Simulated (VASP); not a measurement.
# Pt (Fm-3m) in VASP: further runs, part 2 of 2

VASP 6.6.1. Earlier steps stand in the parts before.

## 3. Relaxation of cell and atoms, r2SCAN

This run uses another cell than the first one, of 15.06 Å³/atom.

The input, POSCAR:

```
Pt
1.0
    0.0000000000      1.9600000000      1.9600000000
    1.9600000000      0.0000000000      1.9600000000
    1.9600000000      1.9600000000      0.0000000000
Pt
1
Direct
    0.0000000000      0.0000000000      0.0000000000
```

The input, INCAR.step1:

```
PREC = Accurate
ENCUT = 550
ISMEAR = -1
SIGMA = 0.1
LREAL = F
LASPH = T
NELM = 120
GGA = PE
ALGO = Normal
EDIFF = 1E-5
LWAVE = T
LCHARG = F
GGA_COMPAT = F
IBRION = 2
ISIF = 3
EDIFFG = -0.005
NELMIN = 4
NSW = 100
```

The input, INCAR.step2:

```
PREC = Accurate
ENCUT = 550
EDIFF = 1E-7
ISMEAR = -1
SIGMA = 0.1
LREAL = F
LASPH = T
NELM = 120
ALGO = Normal
ISIF = 3
LWAVE = F
LCHARG = F
METAGGA = R2SCAN
LMIXTAU = T
IBRION = 2
NSW = 60
EDIFFG = -0.01
ISTART = 1
GGA_COMPAT = F
NELMIN = 4
```

The input, KPOINTS:

```
regular mesh
0
Gamma
  10 10 10
```

Potentials or basis: VASP PAW PBE potentials, release 64 (Pt).

Command:

```bash
$ cat potpaw_PBE.64/Pt/POTCAR > POTCAR
$ cp INCAR.step1 INCAR
$ mpirun -np 1 vasp_std > vasp.out
$ cp INCAR.step2 INCAR
$ mpirun -np 1 vasp_std > vasp.out
```

OUTCAR:

```text
PREC = Accurate
   ENCUT = 550
   EDIFF = 1E-7
   ISMEAR = -1
   LREAL = F
   LASPH = T
   NELM = 120
   ISIF = 3
   METAGGA = R2SCAN
   IBRION = 2
   NSW = 60
   EDIFFG = -0.01
   ISTART = 1
   NELMIN = 4

 ion  position               nearest neighbor table
   1  0.000  0.000  0.000-

  LATTYP: Found a face centered cubic cell.
 ALAT       =     3.9200000000

  Lattice vectors:

 A1 = (   0.0000000000,   1.9600000000,   1.9600000000)
 A2 = (   1.9600000000,   0.0000000000,   1.9600000000)
 A3 = (   1.9600000000,   1.9600000000,   0.0000000000)

Analysis of symmetry for initial positions (statically):
=====================================================================
 Subroutine PRICEL returns:
 Original cell was already a primitive cell.

 Routine SETGRP: Setting up the symmetry group for a
 face centered cubic supercell.

 Subroutine GETGRP returns: Found 48 space group operations
 (whereof 48 operations were pure point group operations)
 out of a pool of 48 trial point group operations.

The static configuration has the point symmetry O_h .

Analysis of symmetry for dynamics (positions and initial velocities):
[... 164 lines left out ...]
  --------------------------------------------------------------------------------------
  -------------------------------------------------------------------------------------
  Total        0.5386434      0.5386434      0.5386434      0.0000000      0.0000000      0.0000000
  in kB       57.3077953     57.3077953     57.3077953      0.0000000      0.0000000      0.0000000
  external PRESSURE =      57.3077953 kB  Pullay stress =       0.0000000 kB
[... 22 lines left out ...]
--------------------------------------- Ionic step        2  -------------------------------------------

 number of electron       9.9999999 magnetization

 E-fermi :   9.6544     XC(G=0): -14.1013

 val. band max:        9.6401090537   @ k =   0.5000   0.0000   0.0000
 cond. band min:       9.6610992922   @ k =   0.5000   0.1000   0.0000
 fundamental gap:      0.0209902385
 Fermi energy:         9.6544287309

 k-point     1 :       0.0000    0.0000    0.0000
  band No.  band energies     occupation
      1      -0.0159      2.00000
      2       6.1673      2.00000
      3       6.1673      2.00000
      4       6.1673      2.00000
      5       8.0720      2.00000
      6       8.0720      2.00000
      7      25.2840      0.00000
      8      30.0075      0.00000
      9      30.0075      0.00000
[... 310 lines left out ...]
--------------------------------------- Ionic step        3  -------------------------------------------

 number of electron      10.0000001 magnetization

 Free energy of the ion-electron system (eV)
  ---------------------------------------------------
  ext. energy  EPLUGINS =         0.00000000
  ---------------------------------------------------
  free energy    TOTEN  =       -51.50923894 eV

  energy without entropy =      -51.45464179  energy(sigma->0) =      -51.48194037

 E-fermi :  10.6796     XC(G=0): -14.5014

 val. band max:       10.6783289917   @ k =   0.5000   0.0000   0.0000
 cond. band min:      10.7015933457   @ k =   0.5000   0.1000   0.0000
 fundamental gap:      0.0232643540
 Fermi energy:        10.6795544149

 k-point     1 :       0.0000    0.0000    0.0000
  band No.  band energies     occupation
      1       0.3771      2.00000
      2       6.8590      2.00000
      3       6.8590      2.00000
      4       6.8590      2.00000
      5       8.9574      2.00000
      6       8.9574      2.00000
      7      26.1860      0.00000
      8      31.2446      0.00000
      9      31.2446      0.00000
[... 304 lines left out ...]
  FREE ENERGIE OF THE ION-ELECTRON SYSTEM (eV)
  ---------------------------------------------------
  free  energy   TOTEN  =       -51.5092389438 eV

  energy  without entropy=      -51.4546417907  energy(sigma->0) =      -51.48194037

 reached required accuracy - stopping structural energy minimisation
```

OUTCAR.step1:

```text
PREC = Accurate
   ENCUT = 550
   ISMEAR = -1
   LREAL = F
   LASPH = T
   NELM = 120
   GGA = PE
   EDIFF = 1E-5
   IBRION = 2
   ISIF = 3
   EDIFFG = -0.005
   NELMIN = 4
   NSW = 100
[... 675 lines left out ...]
 Fermi energy:        10.5911465976

 k-point     1 :       0.0000    0.0000    0.0000
  band No.  band energies     occupation
      1       0.7612      2.00000
      2       7.0031      2.00000
      3       7.0031      2.00000
      4       7.0031      2.00000
      5       9.0281      2.00000
      6       9.0281      2.00000
      7      25.3054      0.00000
      8      30.0603      0.00000
      9      30.0603      0.00000
[... 304 lines left out ...]
  FREE ENERGIE OF THE ION-ELECTRON SYSTEM (eV)
  ---------------------------------------------------
  free  energy   TOTEN  =        -6.1107822176 eV

  energy  without entropy=       -6.0518758860  energy(sigma->0) =       -6.08132905

 reached required accuracy - stopping structural energy minimisation
```

OSZICAR.step1:

```text
N       E                     dE             d eps       ncg     rms          rms(c)
DAV:   1     0.400089397931E+02    0.40009E+02   -0.56232E+03   854   0.108E+03
DAV:   2    -0.607962906714E+01   -0.46089E+02   -0.44401E+02   895   0.193E+02
DAV:   3    -0.646628552720E+01   -0.38666E+00   -0.38320E+00  1013   0.188E+01
[... 98 lines left out ...]
       N       E                     dE             d eps       ncg     rms          rms(c)
DAV:   1    -0.611078707934E+01   -0.55692E-05   -0.10336E-04   841   0.108E-01    0.140E-02
DAV:   2    -0.611078263585E+01    0.44435E-05   -0.13437E-05   423   0.323E-02    0.543E-03
DAV:   3    -0.611078232763E+01    0.30822E-06   -0.11633E-06   423   0.917E-03    0.332E-03
DAV:   4    -0.611078221756E+01    0.11007E-06   -0.69482E-08   423   0.256E-03
  16 F= -.61107822E+01 E0= -.60813291E+01  d E =-.275474E-05
```

Run time: 54 s. Hardware: 1 thread of Intel Xeon 6975P-C (Granite Rapids), shared host; peak memory 0.15 GiB.

Results:

```yaml
Free_energy: -51.5092 eV
Relaxed_volume: 15.37 Å³/atom
Relaxed_cell: a = 2.791 Å, b = 2.791 Å, c = 2.791 Å, α = 60.00°, β = 60.00°, γ = 60.00°
Space_group_after_relaxing_to_0.1_Å: Fm-3m (No. 225)
Energy_gained_by_relaxing: 5.3 meV/atom
Ionic_steps: 3
Pressure_after_relaxing: -0.1 GPa
Band_gap_on_the_k_mesh: zero (bands 5 and 6 overlap by 2.28 eV)
```

The path:
```tsv
step	energy change (eV)	largest force (eV/Å)	pressure (GPa)	volume (Å³)
1	0.0000	0.0000	5.73	15.06
2	0.0337	0.0000	-13.00	16.26
3	-0.0053	0.0000	-0.10	15.37
```

Final structure:
```xyz
1
Lattice="0.0000 1.9734 1.9734 1.9734 0.0000 1.9734 1.9734 1.9734 0.0000" Properties=species:S:1:pos:R:3 pbc="T T T"
Pt    0.0000    0.0000    0.0000
```

Caveat: the PAW data sets were made with another functional, which shifts forces and pressure a little; spin-orbit coupling is left out, which moves the levels of the heavy elements.
